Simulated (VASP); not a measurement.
Input of a VASP 6.6.1 run:

Contents of INCAR:

```
SYSTEM = Si
PREC     = Accurate       ! precision mode
ENCUT    = 520            ! plane-wave cutoff, eV
EDIFF    = 1E-6           ! SCF threshold, eV
ISMEAR   = 0              ! smearing method
SIGMA    = 0.1            ! smearing width, eV
LREAL    = .False.        ! projectors in reciprocal space
LASPH    = .True.         ! aspherical terms in the spheres
NELM     = 80             ! most SCF steps
ALGO     = Normal         ! electronic algorithm
ISIF     = 2              ! what is computed and relaxed
LWAVE    = .False.        ! write WAVECAR
LCHARG   = .False.        ! write CHGCAR
GGA      = PE             ! functional
NBANDS   = 23             ! bands
```

Contents of KPOINTS:

```
regular mesh
0
Gamma
  6 6 6
  0 0 0
```

The input POSCAR:

```
Si
1.0
    3.2588469366      1.8814961561      4.0546985438
   -3.2588469366      1.8814961561      4.0546985438
    0.0000000000     -3.7629923122      4.0546985438
Si
7
Direct
    0.4401147093      0.1421167919      0.8129197551
    0.8129197551      0.4401147093      0.1421167919
    0.1421167919      0.8129197551      0.4401147093
    0.5598852907      0.8578832081      0.1870802449
    0.1870802449      0.5598852907      0.8578832081
    0.8578832081      0.1870802449      0.5598852907
    0.0000000000      0.0000000000      0.0000000000
```

Potentials or basis: VASP PAW PBE potentials, release 64 (Si).

The run is started by

```bash
$ cat potpaw_PBE.64/Si/POTCAR > POTCAR
$ mpirun -np 1 vasp_std > vasp.out
```

Task: What does it give for the largest force?

Result: 0.011 eV/Å.

Task: Predict the band gap on the k mesh.

Result: Zero (bands 14 and 15 overlap by 1.17 eV).

Forces in eV/Å, atoms in the order of the input:
```
Si   0.001  0.001  0.011
Si  -0.002  0.000  0.011
Si   0.001 -0.002  0.011
Si  -0.001 -0.001 -0.011
Si   0.002  0.000 -0.011
Si  -0.001  0.002 -0.011
Si   0.000  0.000  0.000
```
